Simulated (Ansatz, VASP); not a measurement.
One calculation of SiO2, two programs

```
CELL_PARAMETERS angstrom
-1.76328 1.76328 4.26051
1.76328 -1.76328 4.26051
1.76328 1.76328 -4.26051
ATOMIC_POSITIONS crystal
Si 0.00000 0.00000 0.00000
Si 0.75000 0.25000 0.50000
O 0.79219 0.79219 0.00000
O 0.95781 0.45781 0.50000
O 0.54219 0.04219 0.50000
O 0.20781 0.20781 0.00000
```

Alike in both runs: functional PBE; k mesh 8 × 8 × 8; occupations gaussian, width 0.1 eV; no spin polarisation.

Ansatz relaxed the structure, and its values are those at the end. VASP's run is a single point on that final structure, the one shown.

|  | VASP | Ansatz |
| --- | --- | --- |
| version | VASP 6.6.1 | Ansatz 0.2.0 |
| potentials or method | VASP PAW PBE potentials, release 64 (Si, O), cutoff 520 eV | scalar-relativistic, plane waves, PAW |
| valence electrons in the cell | 32 | 32 |

|  | VASP | Ansatz | Ansatz less VASP |
| --- | --- | --- | --- |
| gap on the k mesh at the Fermi level (eV) | 5.81 | 5.82 | +0.014 |
| least direct gap on the mesh (eV) | 6.44 | 6.45 | +0.016 |
| pressure (GPa) | 0.1 | 0.0 | -0.11 |
| rms of the force components (eV/Å) | 0.003 | 0.001 | -0.0026 |
